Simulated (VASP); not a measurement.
Crystal: BAs (series).

```
B As
1.0
     0.00000    2.38850    2.38850
     2.38850    0.00000    2.38850
     2.38850    2.38850    0.00000
B As
1 1
Direct
  0.00000 0.00000 0.00000
  0.25000 0.25000 0.25000
```

Base run:

| Property | Result |
| --- | --- |
| Program | VASP 6.6.1 |
| Functional | PBE |
| Potentials or basis | VASP PAW PBE potentials, release 64 (B, As) |
| Cutoff | 500 eV |
| k mesh | 8 × 8 × 8 |
| Occupations | gaussian, width 0.02 eV |
| Spin | no spin polarisation |

Its results: band gap on the k mesh 1.19 eV, indirect (least direct gap 3.28 eV); pressure 3.4 GPa.

The run is repeated on the same cell with these changes: k mesh from 8 × 8 × 8 to 4 × 4 × 4. What comes out?

Band gap on the k mesh 1.41 eV, indirect (least direct gap 3.26 eV); pressure 4.0 GPa.

Caveats: some runs use coarse meshes.

A k mesh can miss the band edges.
